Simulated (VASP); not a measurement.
The system is B.

```
B
1.0
     2.45400    1.41682    4.18900
    -2.45400    1.41682    4.18900
     0.00000   -2.83364    4.18900
B
12
Direct
  0.01040 0.65730 0.01040
  0.01040 0.01040 0.65730
  0.65730 0.01040 0.01040
  0.98960 0.34270 0.98960
  0.34270 0.98960 0.98960
  0.98960 0.98960 0.34270
  0.22060 0.63230 0.22060
  0.22060 0.22060 0.63230
  0.63230 0.22060 0.22060
  0.77940 0.36770 0.77940
  0.36770 0.77940 0.77940
  0.77940 0.77940 0.36770
```

```yaml
Program: VASP 6.6.1
Task: relaxation of cell and atoms
Functional: BLYP
Potentials_or_basis: VASP PAW PBE potentials, release 64 (B)
Cutoff: 600 eV
k_mesh: 4 × 4 × 4
Occupations: fermi-dirac, width 0.05 eV
Spin: no spin polarisation
```

At the start: pressure 3.0 GPa; volume 7.28 Å³/atom.

Task: Where does the relaxation end?

Result: Over 7 steps the energy falls by 5.8 meV/atom and the volume is 7.39 Å³/atom (+1.5 %); space group R-3m (No. 166, to 0.1 Å) before and after.

Step by step:
| step | energy change (eV) | largest force (eV/Å) | pressure (GPa) | volume (Å³) |
| --- | --- | --- | --- | --- |
| 1 | 0.0000 | 0.8901 | 2.99 | 87.39 |
| 2 | 0.0402 | 1.3798 | -1.73 | 89.12 |
| 3 | -0.0601 | 0.1876 | 0.62 | 88.15 |
| 4 | -0.0688 | 0.0358 | 0.20 | 88.57 |
| 5 | -0.0690 | 0.0333 | 0.14 | 88.64 |
| 6 | -0.0695 | 0.0106 | -0.02 | 88.75 |
| 7 | -0.0695 | 0.0091 | 0.00 | 88.73 |

Final structure:
```yaml
crystal:
  lattice:
    - [2.47072, 1.42647, 4.19619]
    - [-2.47072, 1.42647, 4.19619]
    - [0.00000, -2.85295, 4.19619]
  atoms:
    - { symbol: B, position: [0.00899, 0.65518, 0.00899] }
    - { symbol: B, position: [0.00899, 0.00899, 0.65518] }
    - { symbol: B, position: [0.65518, 0.00899, 0.00899] }
    - { symbol: B, position: [0.99101, 0.34482, 0.99101] }
    - { symbol: B, position: [0.34482, 0.99101, 0.99101] }
    - { symbol: B, position: [0.99101, 0.99101, 0.34482] }
    - { symbol: B, position: [0.21907, 0.63370, 0.21907] }
    - { symbol: B, position: [0.21907, 0.21907, 0.63370] }
    - { symbol: B, position: [0.63370, 0.21907, 0.21907] }
    - { symbol: B, position: [0.78093, 0.36630, 0.78093] }
    - { symbol: B, position: [0.36630, 0.78093, 0.78093] }
    - { symbol: B, position: [0.78093, 0.78093, 0.36630] }
```

Caveat: the PAW data sets were made with another functional, which shifts forces and pressure a little.
